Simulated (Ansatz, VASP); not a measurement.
Y2HfF in VASP and in Ansatz

File INCAR:

```
SYSTEM = Y2HfF
ALGO = Normal
EDIFF = 1E-7
EDIFFG = -0.04
ENCUT = 600
GGA = PE
IBRION = 2
ISIF = 3
ISMEAR = 0
LASPH = .TRUE.
LCHARG = .FALSE.
LREAL = .FALSE.
LWAVE = .FALSE.
NELM = 80
NSW = 90
PREC = Accurate
SIGMA = 0.1
```

KPOINTS

```
k-points
0
G
  6 6 4
  0 0 0
```

The input POSCAR:

```
Y2HfF
1.0
    3.5843360600      0.0000000000      0.0000000000
    0.0000000000      3.5843360600      0.0000000000
    0.0000000000      0.0000000000      7.2488680600
Y Hf F
2 1 1
Direct
    0.5000000000      0.5000000000      0.1808582300
    0.5000000000      0.5000000000      0.8191417700
    0.0000000000      0.0000000000      0.0000000000
    0.5000000000      0.5000000000      0.5000000000
```

Input for Ansatz:

```yaml
crystal:
  lattice:
    - [3.58433606, 0.0, 0.0]
    - [0.0, 3.58433606, 0.0]
    - [0.0, 0.0, 7.24886806]
  atoms:
    - { symbol: "Y", position: [0.5, 0.5, 0.18085823] }
    - { symbol: "Y", position: [0.5, 0.5, 0.81914177] }
    - { symbol: Hf, position: [0.0, 0.0, 0.0] }
    - { symbol: F, position: [0.5, 0.5, 0.5] }
basis:
  ecutwfc: 420
kpoints:
  mp_grid: { grid: [6, 6, 4] }
hamiltonian:
  xc: pbe
scf:
  occupations: { method: gaussian, width: 0.1 }
  lower_state_search: "off"
output:
  forces: true
  stress: true
  eigenvalues: true
relax:
  adjacent_minimum: "off"
  f_tol: 0.04
  max_steps: 70
  cell: { stress_tol: 0.4 }
```

Alike in both runs: task relaxation of cell and atoms; functional PBE; k mesh 6 × 6 × 4; occupations gaussian, width 0.1 eV; no spin polarisation.

```csv
,VASP,Ansatz
version,VASP 6.6.1,Ansatz 0.2.0
potentials or method,"VASP PAW PBE potentials, release 64 (Y_sv, Hf_pv, F), cutoff 600 eV","scalar-relativistic, plane waves, PAW"
valence electrons in the cell,39,55
```

VASP gave:

- gap on the k mesh at the Fermi level, each at its own relaxed structure (eV): none
- relaxed volume (Å³/atom): 26.52
- relaxed cell length with the largest relative difference (Å): 8.771

Problem. Which values does Ansatz return?

Solution. gap on the k mesh at the Fermi level, each at its own relaxed structure (eV): none; relaxed volume (Å³/atom): 26.63; relaxed cell length with the largest relative difference (Å): 8.810.

A gap of «none» marks a metal or a gap that the smearing closes. VASP's potentials hold 39 valence electrons a cell and Ansatz's 55, so a difference there can come from the potentials and not from the codes.

Spin-orbit coupling is off throughout.
